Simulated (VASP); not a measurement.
Here is a VASP 6.6.1 calculation.

Contents of INCAR:

```
SYSTEM = Si
PREC = Accurate
ENCUT = 520
EDIFF = 1E-7
ISMEAR = 0
SIGMA = 0.05
LREAL = .False.
LASPH = .True.
NELM = 60
ALGO = Normal
ISIF = 2
LWAVE = .False.
LCHARG = .False.
GGA = PS
ISYM = 0
NBANDS = 36
```

File KPOINTS:

```
regular mesh
0
Gamma
  6 9 3
  0 0 0
```

The input POSCAR:

```
Si
1.0
    5.4328540087      0.0000000000      0.0000000000
    0.0000000000      2.7164270044     -2.7164270044
    2.7164270044      9.1679411397      7.1306208864
Si
12
Direct
    0.3750083333     -0.0937437500      0.2499833333
   -0.2083250000      0.3437562500      0.4166500000
    0.2083416667     -0.2187437500      0.5833166667
   -0.3749916667      0.2187562500      0.7499833333
    0.0416750000     -0.3437437500      0.9166500000
   -0.0416583333      0.4687562500      0.0833166667
    0.5416750000     -0.1562437500      0.4166500000
   -0.0416583333      0.2812562500      0.5833166667
    0.3750083333     -0.2812437500      0.7499833333
   -0.2083250000      0.1562562500      0.9166500000
    0.7083416667     -0.0312437500      0.0833166667
    0.1250083333      0.4062562500      0.2499833333
```

Potentials or basis: VASP PAW PBE potentials, release 64 (Si).

Launch:

```sh
$ cat potpaw_PBE.64/Si/POTCAR > POTCAR
$ mpirun -np 1 vasp_std > vasp.out
```

**Question.** Estimate the band gap on the k mesh.

**Answer.** 0.38 eV (least direct gap 0.88 eV).

**Question.** Predict the pressure.

**Answer.** 6.5 GPa.

**Question.** Predict the largest force.

**Answer.** 7.017 eV/Å.

Stress tensor (GPa, compression positive):
```
 2.12  0.00  0.00
 0.00  5.43  7.68
 0.00  7.68 12.00
```

Caveat: the cell differs from its parent crystal (the part above a cut slid along it); the stress differs along the axes, from 2 to 12 GPa; the PAW data sets were made with another functional, which shifts forces and pressure a little. A k mesh can miss the band edges.
